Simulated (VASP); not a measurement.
Here is a VASP 6.6.1 calculation.

The input POSCAR:

```
ZnO
1.0
    3.1868107566      0.0000000000      0.0000000000
   -1.5934053783      2.7598590723      0.0000000000
    0.0000000000      0.0000000000      5.2896435280
Zn O
2 2
Direct
    0.3333333333      0.6666666667      0.0015669153
    0.6666666667      0.3333333333      0.5015669153
    0.3333333333      0.6666666667      0.3734330847
    0.6666666667      0.3333333333      0.8734330847
```

The input INCAR.step1:

```
SYSTEM = ZnO
PREC = Accurate ; ENCUT = 520
ISMEAR = 0 ; SIGMA = 0.01
LREAL = .FALSE. ; LASPH = .TRUE.
NELM = 80 ; NBANDS = 26
GGA = PE ; ALGO = Normal
EDIFF = 1E-4 ; LWAVE = .TRUE.
LCHARG = .FALSE.
```

Contents of INCAR.step2:

```
SYSTEM = ZnO
PREC = Accurate ; ENCUT = 520
EDIFF = 1E-7 ; ISMEAR = 0
SIGMA = 0.01 ; LREAL = .FALSE.
LASPH = .TRUE. ; NELM = 80
ALGO = Normal ; ISIF = 2
LWAVE = .FALSE. ; LCHARG = .TRUE.
METAGGA = R2SCAN ; LMIXTAU = .TRUE.
LELF = .TRUE. ; LVHAR = .TRUE.
NBANDS = 26 ; ISTART = 1
```

The input KPOINTS:

```
regular mesh
0
G
  12 12 6
  0 0 0
```

Potentials or basis: VASP PAW PBE potentials, release 64 (Zn, O).

Launch:

```bash
$ cat potpaw_PBE.64/Zn/POTCAR potpaw_PBE.64/O/POTCAR > POTCAR
$ cp INCAR.step1 INCAR
$ mpirun -np 1 vasp_std > vasp.out
$ cp INCAR.step2 INCAR
$ mpirun -np 1 vasp_std > vasp.out
```

Task: Predict the band gap on the k mesh.

Result: 1.22 eV.

Task: Estimate the pressure.

Result: 3.3 GPa.

Task: Predict the largest force.

Result: 0.004 eV/Å.

Forces on the atoms (eV/Å):
```
Zn   0.000  0.000  0.004
Zn   0.000  0.000  0.004
O    0.000  0.000 -0.004
O    0.000  0.000 -0.004
```

Caveat: the cell differs from its parent crystal (epitaxial xy strain -1.5%); the cell stands under pressure; the PAW data sets were made with another functional, which shifts forces and pressure a little.
